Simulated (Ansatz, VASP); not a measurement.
Two plane-wave programs on SbS5

```xyz
6
Lattice="0.0000 4.6898 4.6898 4.6898 0.0000 4.6898 4.6898 4.6898 0.0000" Properties=species:S:1:pos:R:3 pbc="T T T"
Sb    2.3449    2.3449    2.3449
S     3.7549    0.9348    3.7549
S     0.9348    0.9348    0.9348
S     0.9348    3.7549    3.7549
S     3.7549    3.7549    0.9348
S     7.0347    7.0347    7.0347
```

Alike in both runs: task single point; functional PBE; k mesh 8 × 8 × 8; occupations gaussian, width 0.1 eV; no spin polarisation.

```csv
,VASP,Ansatz
version,VASP 6.6.1,Ansatz 0.2.0
potentials or method,"VASP PAW PBE potentials, release 64 (Sb, S), cutoff 500 eV","scalar-relativistic, plane waves, PAW"
valence electrons in the cell,35,45
```

|  | VASP | Ansatz | Ansatz less VASP |
| --- | --- | --- | --- |
| gap on the k mesh at the Fermi level (eV) | none | none | - |
| pressure (GPa) | 0.0 | 0.0 | +0.02 |

A gap of «none» marks a metal or a gap that the smearing closes. VASP's potentials hold 35 valence electrons a cell and Ansatz's 45, so a difference there can come from the potentials and not from the codes. Ansatz's warnings: xc potential rough in thin density.

Neither program's run includes spin-orbit coupling.
